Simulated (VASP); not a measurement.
Set up this calculation in VASP 6.6.1, as the native input.

| Property | Result |
| --- | --- |
| Task | single point |
| Functional | LDA |
| Potentials or basis | VASP PAW LDA potentials, release 64 (Hf_pv) |
| Cutoff | 520 eV |
| k mesh | 18 × 18 × 18 |
| Occupations | gaussian, width 0.15 eV |
| Spin | no spin polarisation |
| Dipole correction | no |
| Further INCAR settings | ALGO = Fast; EDIFF = 1e-06; NBANDS = 11 |

The structure of Hf lies in POSCAR:

```
Hf
1.0
    0.0000000000      2.1544392176      2.2889417976
    2.0964526921      0.0000000000      2.2889417976
    2.0964526921      2.1544392176      0.0000000000
Hf
1
Direct
    0.0000000000      0.0000000000      0.0000000000
```

This cell differs from its parent crystal: strain +e along x and -e along y -0.0133, strain +e along z and -e/2 along x and y +0.0500.

These files were run (other wordings do the same):

INCAR

```
SYSTEM = Hf
PREC = Accurate ; ENCUT = 520
EDIFF = 1E-6 ; ISMEAR = 0
SIGMA = 0.15 ; LREAL = .FALSE.
LASPH = .TRUE. ; NELM = 60
ALGO = Fast ; ISIF = 2
LWAVE = .FALSE. ; LCHARG = .FALSE.
NBANDS = 11
```

KPOINTS

```
Automatic mesh
0
G
  18 18 18
  0 0 0
```

Potentials or basis: VASP PAW LDA potentials, release 64 (Hf_pv).

Launch:

```console
$ cat potpaw_LDA.64/Hf_pv/POTCAR > POTCAR
$ mpirun -np 1 vasp_std > vasp.out
```

It gave:

- Pressure: 0.2 GPa
- Band gap on the k mesh: zero (bands 5 and 6 overlap by 1.79 eV)

Caveat: the cell differs from its parent crystal (strain +e along x and -e along y -0.0133, strain +e along z and -e/2 along x and y +0.0500); spin-orbit coupling is left out, which moves the levels of the heavy elements.

Run time: 2.4 min on 1 thread of Intel Xeon 8259CL, on a shared host, peak memory 0.27 GiB.
